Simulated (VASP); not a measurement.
Cr, 2 atoms in the cell. Symmetry: I4/mmm, No. 139, tetragonal system. Conventional cell: a = 2.831 Å, b = 2.831 Å, c = 3.266 Å, α = 90.00°, β = 90.00°, γ = 90.00°. Within 3.4 Å of Cr (site symmetry 4/mmm) lie 14 Cr at 2.58 to 3.27 Å.  This cell differs from its parent crystal: stretched by +10 % along [0.0, 0.0, 1.0] at fixed volume.

* Program: VASP 6.6.1
* Task: single point
* Functional: PBE
* Potentials or basis: VASP PAW PBE potentials, release 64 (Cr_pv)
* Cutoff: 520 eV
* k mesh: 9 × 9 × 8
* Occupations: fermi-dirac, width 0.1 eV
* Spin: collinear spin, antiferromagnetic start
* Starting moments: [-1.7, 1.7] μB
* Dipole correction: no
* Further INCAR settings: ALGO = Normal; EDIFF = 1e-06; NBANDS = 23

Potentials or basis: VASP PAW PBE potentials, release 64 (Cr_pv).

The run is started by

```console
$ cat potpaw_PBE.64/Cr_pv/POTCAR > POTCAR
$ mpirun -np 1 vasp_std > vasp.out
```

Hardware: 1 thread of Intel(R) Xeon(R) Platinum 8488C (Sapphire Rapids), on a shared host.

Task: Estimate the wall time of this run.

Result: Run time: 44 s on 1 thread of Intel(R) Xeon(R) Platinum 8488C (Sapphire Rapids), on a shared host, peak memory 0.19 GiB. Counts: scf iterations 17, k points 75.
